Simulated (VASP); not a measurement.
# KSi4I3 (Pm-3m) in VASP: notebook, part 2 of 2

VASP 6.6.1. Earlier steps stand in the parts before.

## Step 3: Relaxation of cell and atoms, PBE

This run uses another cell than the first one, of 31.18 Å³/atom.

Contents of INCAR:

```
PREC     = Accurate       # precision mode
ENCUT    = 600            # plane-wave cutoff, eV
EDIFF    = 1E-7           # SCF threshold, eV
ISMEAR   = 0              # smearing method
SIGMA    = 0.1            # smearing width, eV
LREAL    = F              # projectors in reciprocal space
LASPH    = T              # aspherical terms in the spheres
NELM     = 100            # most SCF steps
ALGO     = Normal         # electronic algorithm
ISIF     = 3              # what is computed and relaxed
LWAVE    = F              # write WAVECAR
LCHARG   = F              # write CHGCAR
GGA      = PE             # functional
IBRION   = 2              # ionic algorithm
NSW      = 100            # ionic steps
EDIFFG   = -0.01          # ionic threshold
```

Contents of KPOINTS:

```
Automatic mesh
0
Gamma
  6 6 6
```

Contents of POSCAR:

```
KSi4I3
1.0
    6.2949517668      0.0000000000      0.0000000000
    0.0000000000      6.2949517668      0.0000000000
    0.0000000000      0.0000000000      6.2949517668
K Si I
1 4 3
Direct
    0.0000000000      0.0000000000      0.0000000000
    0.5000000000      0.0000000000      0.0000000000
    0.0000000000      0.5000000000      0.0000000000
    0.0000000000      0.0000000000      0.5000000000
    0.5000000000      0.5000000000      0.5000000000
    0.0000000000      0.5000000000      0.5000000000
    0.5000000000      0.0000000000      0.5000000000
    0.5000000000      0.5000000000      0.0000000000
```

Potentials or basis: VASP PAW PBE potentials, release 64 (K_sv, Si, I).

Command:

```bash
$ cat potpaw_PBE.64/K_sv/POTCAR potpaw_PBE.64/Si/POTCAR potpaw_PBE.64/I/POTCAR > POTCAR
$ mpirun -np 1 vasp_std > vasp.out
```

OUTCAR:

```text
PREC = Accurate
   ENCUT = 600
   EDIFF = 1E-7
   ISMEAR = 0
   LREAL = F
   LASPH = T
   NELM = 100
   ISIF = 3
   GGA = PE
   IBRION = 2
   NSW = 100
   EDIFFG = -0.01

 ion  position               nearest neighbor table
   1  0.000  0.000  0.000-   2 3.15   3 3.15   4 3.15   4 3.15   3 3.15   2 3.15
   2  0.500  0.000  0.000-   1 3.15   7 3.15   8 3.15   7 3.15   8 3.15   1 3.15
   3  0.000  0.500  0.000-   1 3.15   6 3.15   8 3.15   6 3.15   1 3.15   8 3.15
   4  0.000  0.000  0.500-   1 3.15   6 3.15   7 3.15   1 3.15   6 3.15   7 3.15
   5  0.500  0.500  0.500-   6 3.15   7 3.15   8 3.15   8 3.15   7 3.15   6 3.15
   6  0.000  0.500  0.500-   3 3.15   4 3.15   5 3.15   3 3.15   4 3.15   5 3.15
   7  0.500  0.000  0.500-   2 3.15   4 3.15   5 3.15   2 3.15   5 3.15   4 3.15
   8  0.500  0.500  0.000-   2 3.15   3 3.15   5 3.15   5 3.15   2 3.15   3 3.15

  LATTYP: Found a simple cubic cell.
 ALAT       =     6.2949517668

  Lattice vectors:

 A1 = (   6.2949517668,   0.0000000000,   0.0000000000)
 A2 = (   0.0000000000,   6.2949517668,   0.0000000000)
 A3 = (   0.0000000000,   0.0000000000,   6.2949517668)

Analysis of symmetry for initial positions (statically):
=====================================================================
 Subroutine PRICEL returns:
[... 169 lines left out ...]
--------------------------------------- Ionic step        1  -------------------------------------------

 number of electron      46.0000006 magnetization

 Free energy of the ion-electron system (eV)
  ---------------------------------------------------
  ext. energy  EPLUGINS =         0.00000000
  ---------------------------------------------------
  free energy    TOTEN  =       -19.72058985 eV

  energy without entropy =      -19.64227921  energy(sigma->0) =      -19.68143453

------------------------ aborting loop because EDIFF is reached ----------------------------------------

  FORCE on cell =-STRESS in cart. coord.  units (eV):
  Direction    XX          YY          ZZ          XY          YZ          ZX
  --------------------------------------------------------------------------------------
  -------------------------------------------------------------------------------------
  Total       -0.3977090     -0.3977090     -0.3977090      0.0000000      0.0000000      0.0000000
  in kB       -2.5544584     -2.5544584     -2.5544584      0.0000000      0.0000000      0.0000000
  external PRESSURE =      -2.5544584 kB  Pullay stress =       0.0000000 kB
[... 71 lines left out ...]
--------------------------------------- Ionic step        3  -------------------------------------------

 number of electron      46.0000004 magnetization

 Free energy of the ion-electron system (eV)
  ---------------------------------------------------
  ext. energy  EPLUGINS =         0.00000000
  ---------------------------------------------------
  free energy    TOTEN  =       -19.72268256 eV

  energy without entropy =      -19.64497126  energy(sigma->0) =      -19.68382691

 E-fermi :   4.5738     XC(G=0):  -8.6719

 val. band max:        4.5725484979   @ k =   0.5000   0.5000   0.0000
 cond. band min:       4.5873148769   @ k =   0.5000   0.1667   0.0000
 fundamental gap:      0.0147663790
 Fermi energy:         4.5738023870

 k-point     1 :       0.0000    0.0000    0.0000
  band No.  band energies     occupation
      1     -25.5016      2.00000
      2      -9.9183      2.00000
      3      -9.3241      2.00000
      4      -9.3241      2.00000
      5      -9.1099      2.00000
      6      -9.1099      2.00000
[... 644 lines left out ...]
  FREE ENERGIE OF THE ION-ELECTRON SYSTEM (eV)
  ---------------------------------------------------
  free  energy   TOTEN  =       -19.7226825600 eV

  energy  without entropy=      -19.6449712620  energy(sigma->0) =      -19.68382691

 reached required accuracy - stopping structural energy minimisation
```

CONTCAR:

```text
KSi4I3
   1.00000000000000
     6.2732818540797783    0.0000000000000000    0.0000000000000000
     0.0000000000000000    6.2732818540797783    0.0000000000000000
     0.0000000000000000    0.0000000000000000    6.2732818540797783
  K               Si              I
     1     4     3
Direct
     0.0000000000000000    0.0000000000000000    0.0000000000000000
     0.5000000000000000    0.0000000000000000    0.0000000000000000
     0.0000000000000000    0.5000000000000000    0.0000000000000000
     0.0000000000000000    0.0000000000000000    0.5000000000000000
     0.5000000000000000    0.5000000000000000    0.5000000000000000
     0.0000000000000000    0.5000000000000000    0.5000000000000000
     0.5000000000000000    0.0000000000000000    0.5000000000000000
     0.5000000000000000    0.5000000000000000    0.0000000000000000

  0.00000000E+00  0.00000000E+00  0.00000000E+00
  0.00000000E+00  0.00000000E+00  0.00000000E+00
  0.00000000E+00  0.00000000E+00  0.00000000E+00
  0.00000000E+00  0.00000000E+00  0.00000000E+00
  0.00000000E+00  0.00000000E+00  0.00000000E+00
  0.00000000E+00  0.00000000E+00  0.00000000E+00
  0.00000000E+00  0.00000000E+00  0.00000000E+00
  0.00000000E+00  0.00000000E+00  0.00000000E+00
```

Wall time 8.2 min (1 thread of Intel Xeon Platinum 8259CL at 2.50GHz (Skylake/Cascade Lake), shared host); peak memory 0.48 GiB.

Results:

```
Free energy                           : -19.7227 eV
Relaxed volume                        : 30.86 Å³/atom
Relaxed cell                          : a = 6.273 Å, b = 6.273 Å, c = 6.273 Å, α = 90.00°, β = 90.00°, γ = 90.00°
Space group after relaxing (to 0.1 Å) : Pm-3m (No. 221)
Energy gained by relaxing             : 0.3 meV/atom
Ionic steps                           : 3
Pressure after relaxing               : 0.0 GPa
```

Step by step:
```tsv
step	energy change (eV)	largest force (eV/Å)	pressure (GPa)	volume (Å³)
1	0.0000	0.0000	-0.26	249.45
2	-0.0019	0.0000	-0.08	247.66
3	-0.0021	0.0000	0.00	246.88
```

Final structure:
```
CELL_PARAMETERS angstrom
6.27328 0.00000 0.00000
0.00000 6.27328 0.00000
0.00000 0.00000 6.27328
ATOMIC_POSITIONS crystal
K 0.00000 0.00000 0.00000
Si 0.50000 0.00000 0.00000
Si 0.00000 0.50000 0.00000
Si 0.00000 0.00000 0.50000
Si 0.50000 0.50000 0.50000
I 0.00000 0.50000 0.50000
I 0.50000 0.00000 0.50000
I 0.50000 0.50000 0.00000
```

Caveat: the highest band is partly filled, so the run has too few bands; spin-orbit coupling is left out, which moves the levels of the heavy elements.

## Step 4: Single point, PBE

Contents of INCAR:

```
SYSTEM = KSi4I3
ALGO = Normal
EDIFF = 1E-6
ENCUT = 520
GGA = PE
ISIF = 2
ISMEAR = 0
LASPH = .True.
LCHARG = .False.
LREAL = .False.
LWAVE = .False.
NBANDS = 33
NELM = 100
PREC = Accurate
SIGMA = 0.1
```

Contents of KPOINTS:

```
k-points
0
Gamma
  6 6 6
  0 0 0
```

POSCAR, as its differences from that of step 3:

```diff
@@ -2,5 +2,5 @@
 1.0
-    6.2949517668      0.0000000000      0.0000000000
-    0.0000000000      6.2949517668      0.0000000000
-    0.0000000000      0.0000000000      6.2949517668
+    6.2749176448      0.0000000000      0.0000000000
+    0.0000000000      6.2749176448      0.0000000000
+    0.0000000000      0.0000000000      6.2749176448
 K Si I
```

Potentials or basis: VASP PAW PBE potentials, release 64 (K_sv, Si, I).

Command:

```bash
$ cat potpaw_PBE.64/K_sv/POTCAR potpaw_PBE.64/Si/POTCAR potpaw_PBE.64/I/POTCAR > POTCAR
$ mpirun -np 1 vasp_std > vasp.out
```

OUTCAR:

```text
SYSTEM = KSi4I3
   EDIFF = 1E-6
   ENCUT = 520
   GGA = PE
   ISIF = 2
   ISMEAR = 0
   LASPH = .True.
   LREAL = .False.
   NELM = 100
   PREC = Accurate

 ion  position               nearest neighbor table
   1  0.000  0.000  0.000-   2 3.14   3 3.14   4 3.14   4 3.14   3 3.14   2 3.14
   2  0.500  0.000  0.000-   1 3.14   7 3.14   8 3.14   7 3.14   8 3.14   1 3.14
   3  0.000  0.500  0.000-   1 3.14   6 3.14   8 3.14   6 3.14   1 3.14   8 3.14
   4  0.000  0.000  0.500-   1 3.14   6 3.14   7 3.14   1 3.14   6 3.14   7 3.14
   5  0.500  0.500  0.500-   6 3.14   7 3.14   8 3.14   8 3.14   7 3.14   6 3.14
[... 929 lines left out ...]
  in kB       -0.4606365     -0.4606365     -0.4606365     -0.0000000      0.0000000     -0.0000000
  external PRESSURE =      -0.4606365 kB  Pullay stress =       0.0000000 kB

 VOLUME and BASIS-vectors are now :
 -----------------------------------------------------------------------------
  energy-cutoff  :      520.00
  volume of cell :      247.07
      direct lattice vectors                 reciprocal lattice vectors
     6.274917645  0.000000000  0.000000000     0.159364641  0.000000000  0.000000000
     0.000000000  6.274917645  0.000000000     0.000000000  0.159364641  0.000000000
     0.000000000  0.000000000  6.274917645     0.000000000  0.000000000  0.159364641

 POSITION                                       TOTAL-FORCE (eV/Angst)
 -----------------------------------------------------------------------------------
      0.00000      0.00000      0.00000         0.000000      0.000000      0.000000
      3.13746      0.00000      0.00000         0.000000      0.000000      0.000000
      0.00000      3.13746      0.00000         0.000000      0.000000      0.000000
      0.00000      0.00000      3.13746         0.000000      0.000000      0.000000
      3.13746      3.13746      3.13746         0.000000      0.000000      0.000000
      0.00000      3.13746      3.13746         0.000000      0.000000      0.000000
      3.13746      0.00000      3.13746         0.000000      0.000000      0.000000
      3.13746      3.13746      0.00000         0.000000      0.000000      0.000000
 -----------------------------------------------------------------------------------
    total drift:                               -0.000000      0.000000      0.000000

  FREE ENERGIE OF THE ION-ELECTRON SYSTEM (eV)
  ---------------------------------------------------
  free  energy   TOTEN  =       -19.7269596300 eV

  energy  without entropy=      -19.6476470321  energy(sigma->0) =      -19.68730333
```

Run time: 2.1 min. Hardware: 1 thread of Intel Xeon Platinum 8259CL at 2.50GHz (Skylake/Cascade Lake), shared host; peak memory 0.41 GiB.

Results:

* Free energy: -19.7270 eV
* Pressure: 0.0 GPa
* Band gap on the k mesh: zero (bands 23 and 24 overlap by 1.06 eV)

Caveat: spin-orbit coupling is left out, which moves the levels of the heavy elements.

## Step 5: Single point, PBE

This run uses another cell than the first one, of 32.78 Å³/atom.

Contents of INCAR:

```
  PREC = Accurate
  ENCUT = 520
  EDIFF = 1E-6
  ISMEAR = 0
  SIGMA = 0.1
  LREAL = F
  LASPH = T
  NELM = 100
  ALGO = Normal
  ISIF = 2
  LWAVE = F
  LCHARG = F
  GGA = PE
  NBANDS = 33
```

Contents of KPOINTS:

```
Automatic mesh
0
Gamma
  2 2 2
```

POSCAR, as its differences from that of step 4:

```diff
@@ -2,5 +2,5 @@
 1.0
-    6.2749176448      0.0000000000      0.0000000000
-    0.0000000000      6.2749176448      0.0000000000
-    0.0000000000      0.0000000000      6.2749176448
+    6.4006507992      0.0000000000      0.0000000000
+    0.0000000000      6.4006507992      0.0000000000
+    0.0000000000      0.0000000000      6.4006507992
 K Si I
```

Potentials or basis: VASP PAW PBE potentials, release 64 (K_sv, Si, I).

Command:

```bash
$ cat potpaw_PBE.64/K_sv/POTCAR potpaw_PBE.64/Si/POTCAR potpaw_PBE.64/I/POTCAR > POTCAR
$ mpirun -np 1 vasp_std > vasp.out
```

OUTCAR:

```text
PREC = Accurate
   ENCUT = 520
   EDIFF = 1E-6
   ISMEAR = 0
   LREAL = F
   LASPH = T
   NELM = 100
   ISIF = 2
   GGA = PE

 ion  position               nearest neighbor table
   1  0.000  0.000  0.000-   2 3.20   3 3.20   4 3.20   4 3.20   3 3.20   2 3.20
   2  0.500  0.000  0.000-   1 3.20   7 3.20   8 3.20   7 3.20   8 3.20   1 3.20
   3  0.000  0.500  0.000-   1 3.20   6 3.20   8 3.20   6 3.20   1 3.20   8 3.20
   4  0.000  0.000  0.500-   1 3.20   6 3.20   7 3.20   1 3.20   6 3.20   7 3.20
   5  0.500  0.500  0.500-   6 3.20   7 3.20   8 3.20   8 3.20   7 3.20   6 3.20
   6  0.000  0.500  0.500-   3 3.20   4 3.20   5 3.20   3 3.20   4 3.20   5 3.20
   7  0.500  0.000  0.500-   2 3.20   4 3.20   5 3.20   2 3.20   5 3.20   4 3.20
   8  0.500  0.500  0.000-   2 3.20   3 3.20   5 3.20   5 3.20   2 3.20   3 3.20

  LATTYP: Found a simple cubic cell.
 ALAT       =     6.4006507992

  Lattice vectors:

 A1 = (   6.4006507992,   0.0000000000,   0.0000000000)
 A2 = (   0.0000000000,   6.4006507992,   0.0000000000)
 A3 = (   0.0000000000,   0.0000000000,   6.4006507992)

Analysis of symmetry for initial positions (statically):
=====================================================================
 Subroutine PRICEL returns:
 Original cell was already a primitive cell.

 Routine SETGRP: Setting up the symmetry group for a
 simple cubic supercell.

 Subroutine GETGRP returns: Found 48 space group operations
 (whereof 48 operations were pure point group operations)
 out of a pool of 48 trial point group operations.

The static configuration has the point symmetry O_h .

Analysis of symmetry for dynamics (positions and initial velocities):
=====================================================================
 Subroutine PRICEL returns:
 Original cell was already a primitive cell.

 Routine SETGRP: Setting up the symmetry group for a
 simple cubic supercell.
[... 119 lines left out ...]
  Thomas-Fermi vector in A             =   2.041294
   LORBIT       =      0    0 simple, 1 ext, 2 COOP (PROOUT), +10 PAW based schemes
   GGA     = PE    functional components
   LHFCALC =     F    Hartree Fock is set to
   AEXX    =    0.0000 exact exchange contribution
   IVDW    =     0    specifies the selected vdW correction
   LEPSILON=     F    determine dielectric tensor
   LRPA    =     F    only Hartree local field effects (RPA)
 non-spin polarized calculation
 Gauss-broadening in eV      SIGMA  =   0.10
  energy-cutoff  :      520.00
  volume of cell :      262.22
 maximum number of plane-waves:      7120
 NGX is ok and might be reduce to    48
   NGX = 23   NGY = 23   NGZ = 23

 number of electron      46.0000007 magnetization

 Free energy of the ion-electron system (eV)
  ---------------------------------------------------
  ext. energy  EPLUGINS =         0.00000000
  ---------------------------------------------------
  free energy    TOTEN  =       -19.00579619 eV

  energy without entropy =      -18.91129149  energy(sigma->0) =      -18.95854384

 E-fermi :   3.8301     XC(G=0):  -8.4338

 val. band max:        3.8121241187   @ k =   0.5000   0.5000   0.5000
 cond. band min:       3.8578421639   @ k =   0.5000   0.0000   0.0000
 fundamental gap:      0.0457180452
 Fermi energy:         3.8301421686

 k-point     1 :       0.0000    0.0000    0.0000
  band No.  band energies     occupation
      1     -26.3370      2.00000
      2     -10.0006      2.00000
      3      -9.9149      2.00000
      4      -9.9149      2.00000
      5      -9.9149      2.00000
      6      -9.4840      2.00000
[... 133 lines left out ...]
     32       3.9076      0.27361
     33       9.1703      0.00000

------------------------ aborting loop because EDIFF is reached ----------------------------------------

  FORCE on cell =-STRESS in cart. coord.  units (eV):
  Direction    XX          YY          ZZ          XY          YZ          ZX
  --------------------------------------------------------------------------------------
  -------------------------------------------------------------------------------------
  Total       -0.1052359     -0.1052359     -0.1052359     -0.0000000      0.0000000     -0.0000000
  in kB       -0.6429870     -0.6429870     -0.6429870     -0.0000000      0.0000000     -0.0000000
  external PRESSURE =      -0.6429870 kB  Pullay stress =       0.0000000 kB

 VOLUME and BASIS-vectors are now :
 -----------------------------------------------------------------------------
  energy-cutoff  :      520.00
  volume of cell :      262.22
      direct lattice vectors                 reciprocal lattice vectors
     6.400650799  0.000000000  0.000000000     0.156234113  0.000000000  0.000000000
     0.000000000  6.400650799  0.000000000     0.000000000  0.156234113  0.000000000
     0.000000000  0.000000000  6.400650799     0.000000000  0.000000000  0.156234113

 POSITION                                       TOTAL-FORCE (eV/Angst)
 -----------------------------------------------------------------------------------
      0.00000      0.00000      0.00000         0.000000      0.000000      0.000000
      3.20033      0.00000      0.00000         0.000000      0.000000      0.000000
      0.00000      3.20033      0.00000         0.000000      0.000000      0.000000
      0.00000      0.00000      3.20033         0.000000      0.000000      0.000000
      3.20033      3.20033      3.20033         0.000000      0.000000      0.000000
      0.00000      3.20033      3.20033         0.000000      0.000000      0.000000
      3.20033      0.00000      3.20033         0.000000      0.000000      0.000000
      3.20033      3.20033      0.00000         0.000000      0.000000      0.000000
 -----------------------------------------------------------------------------------
    total drift:                               -0.000000      0.000000      0.000000

  FREE ENERGIE OF THE ION-ELECTRON SYSTEM (eV)
  ---------------------------------------------------
  free  energy   TOTEN  =       -19.0057961924 eV

  energy  without entropy=      -18.9112914891  energy(sigma->0) =      -18.95854384
```

OSZICAR:

```text
N       E                     dE             d eps       ncg     rms          rms(c)
DAV:   1     0.209795856634E+03    0.20980E+03   -0.17232E+04   264   0.114E+03
DAV:   2    -0.218655552819E+01   -0.21198E+03   -0.20261E+03   349   0.205E+02
DAV:   3    -0.184478131012E+02   -0.16261E+02   -0.15960E+02   328   0.518E+01
DAV:   4    -0.194576039623E+02   -0.10098E+01   -0.10060E+01   431   0.112E+01
DAV:   5    -0.194663536837E+02   -0.87497E-02   -0.87485E-02   344   0.112E+00    0.135E+01
DAV:   6    -0.195919534824E+02   -0.12560E+00   -0.35181E+00   326   0.346E+00    0.977E+00
DAV:   7    -0.191632017821E+02    0.42875E+00   -0.30922E+00   326   0.305E+00    0.701E+00
DAV:   8    -0.190324541541E+02    0.13075E+00   -0.69831E-01   319   0.155E+00    0.300E+00
DAV:   9    -0.190141895719E+02    0.18265E-01   -0.37843E-02   318   0.871E-01    0.943E-01
DAV:  10    -0.190060744269E+02    0.81151E-02   -0.38733E-03   311   0.336E-01    0.379E-01
DAV:  11    -0.190058142544E+02    0.26017E-03   -0.88107E-04   285   0.112E-01    0.755E-02
DAV:  12    -0.190058060869E+02    0.81675E-05   -0.12404E-04   334   0.420E-02    0.978E-02
DAV:  13    -0.190057960846E+02    0.10002E-04   -0.26339E-05   299   0.197E-02    0.169E-02
DAV:  14    -0.190057961924E+02   -0.10782E-06   -0.17130E-06   262   0.567E-03
   1 F= -.19005796E+02 E0= -.18958544E+02  d E =-.945047E-01
```

Run time: 36 s. Hardware: 1 thread of Intel Xeon Platinum 8259CL at 2.50GHz (Skylake/Cascade Lake), shared host; peak memory 0.32 GiB.

Results:

| Property | Result |
| --- | --- |
| Free energy | -19.0058 eV |
| Pressure | -0.1 GPa |
| Band gap on the k mesh | zero (bands 23 and 24 overlap by 0.85 eV) |

Caveat: the k points lie up to 0.49 Å⁻¹ apart, too coarse for converged energies and pressures of a metal; spin-orbit coupling is left out, which moves the levels of the heavy elements.

## Step 6: Overview

| task | cell | k mesh | cutoff (eV) | gap on the mesh (eV) | pressure (GPa) |
| --- | --- | --- | --- | --- | --- |
| single point | a = 6.275 Å, 8 atoms | 6 × 6 × 6 | 520 | none | 0.0 |
| relaxation of cell and atoms | relaxed from a = 6.295 Å, 8 atoms | 6 × 6 × 6 | 600 | - | 0.0 |
| single point | a = 6.401 Å, 8 atoms | 2 × 2 × 2 | 520 | none | -0.1 |

Alike in all rows: level PBE; potentials or basis VASP PAW PBE potentials, release 64 (K_sv, Si, I); no spin polarisation; smearing gaussian 0.1 eV.

Caveats: some runs use coarse meshes; spin-orbit coupling is left out, which moves the levels of the heavy elements; the highest band is partly filled, so the run has too few bands (at least some runs).

Total energies depend on the potentials used, so only differences within one code and one set of settings carry meaning.

The gap in the log of VASP goes by the Fermi energy; the results here count the filled bands.